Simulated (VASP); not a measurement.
Al:

```xyz
3
Lattice="4.5439 0.0000 0.0000 -2.2720 3.9352 0.0000 0.0000 0.0000 2.7854" Properties=species:S:1:pos:R:3 pbc="T T T"
Al    0.0000    0.0000    0.0000
Al    0.0000    2.6234    1.3927
Al    2.2720    1.3117    1.3927
```

| Item | Value |
| --- | --- |
| Program | VASP 6.6.1 |
| Task | relaxation of cell and atoms |
| Functional | BLYP |
| Potentials or basis | VASP PAW PBE potentials, release 64 (Al) |
| Cutoff | 500 eV |
| k mesh | 8 × 8 × 11 |
| Occupations | fermi-dirac, width 0.1 eV |
| Spin | no spin polarisation |

At the start: pressure 6.6 GPa; volume 16.60 Å³/atom.

Where does the relaxation end?

Over 7 steps the energy falls by 36.2 meV/atom and the volume is 18.50 Å³/atom (+11.4 %); space group P6/mmm (No. 191, to 0.05 Å).

The path:
| step | energy change (eV) | largest force (eV/Å) | pressure (GPa) | volume (Å³) |
| --- | --- | --- | --- | --- |
| 1 | 0.0000 | 0.0000 | 6.57 | 49.81 |
| 2 | -0.1053 | 0.0000 | 0.56 | 54.87 |
| 3 | -0.1065 | 0.0000 | -0.06 | 55.59 |
| 4 | -0.1065 | 0.0000 | 0.04 | 55.47 |
| 5 | -0.1075 | 0.0000 | 0.05 | 55.47 |
| 6 | -0.1085 | 0.0000 | 0.07 | 55.49 |
| 7 | -0.1086 | 0.0000 | 0.07 | 55.49 |

Final structure:
```
CELL_PARAMETERS angstrom
4.67571 0.00000 0.00000
-2.33786 4.04929 0.00000
0.00000 0.00000 2.93097
ATOMIC_POSITIONS crystal
Al 0.00000 0.00000 0.00000
Al 0.33333 0.66667 0.50000
Al 0.66667 0.33333 0.50000
```

Caveat: the PAW data sets were made with another functional, which shifts forces and pressure a little.
